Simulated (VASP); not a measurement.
Write the native input for VASP 6.6.1 that does the following.

```
Task                   : electric field gradients
Functional             : PBE
Potentials or basis    : VASP PAW PBE potentials, release 64 (Cd, S)
Cutoff                 : 520 eV
k mesh                 : 7 × 7 × 4
Occupations            : fermi-dirac, width 0.01 eV
Spin                   : no spin polarisation
Dipole correction      : no
Further INCAR settings : ALGO = Normal; EDIFF = 1e-08; NBANDS = 26
```

The structure of CdS lies in POSCAR:

```
CdS
1.0
    4.2174951875      0.0000000000      0.0000000000
   -2.1087475937      3.6524579727      0.0000000000
    0.0000000000      0.0000000000      6.7490000000
Cd S
2 2
Direct
    0.3333333333      0.6666666667      0.0000000000
    0.6666666667      0.3333333333      0.5000000000
    0.3333333333      0.6666666667      0.3850000000
    0.6666666667      0.3333333333      0.8850000000
```

This cell differs from its parent crystal: equal xx and yy strain of +2 %.

One way to write it, as run:

INCAR

```
PREC = Accurate
ENCUT = 520
EDIFF = 1E-8
ISMEAR = -1
SIGMA = 0.01
LREAL = F
LASPH = T
NELM = 100
ALGO = Normal
ISIF = 2
LWAVE = F
LCHARG = F
GGA = PE
LEFG = T
NBANDS = 26
```

KPOINTS

```
regular mesh
0
Gamma
  7 7 4
```

Potentials or basis: VASP PAW PBE potentials, release 64 (Cd, S).

Run with:

```console
$ cat potpaw_PBE.64/Cd/POTCAR potpaw_PBE.64/S/POTCAR > POTCAR
$ mpirun -np 1 vasp_std > vasp.out
```

It gave:

```
Pressure                                : 0.4 GPa
Largest force                           : 0.123 eV/Å
Band gap on the k mesh                  : 1.13 eV
Largest electric field gradient by atom : Cd +19.0; S -9.2 V/Å²
```

Caveat: the cell differs from its parent crystal (equal xx and yy strain of +2 %); without QUAD_EFG the Cq values of the log hold for a quadrupole moment of 1 mb, not for the nuclei.

Wall time 2 min on 1 thread of Intel Xeon 8259CL (shared host), peak memory 0.24 GiB.
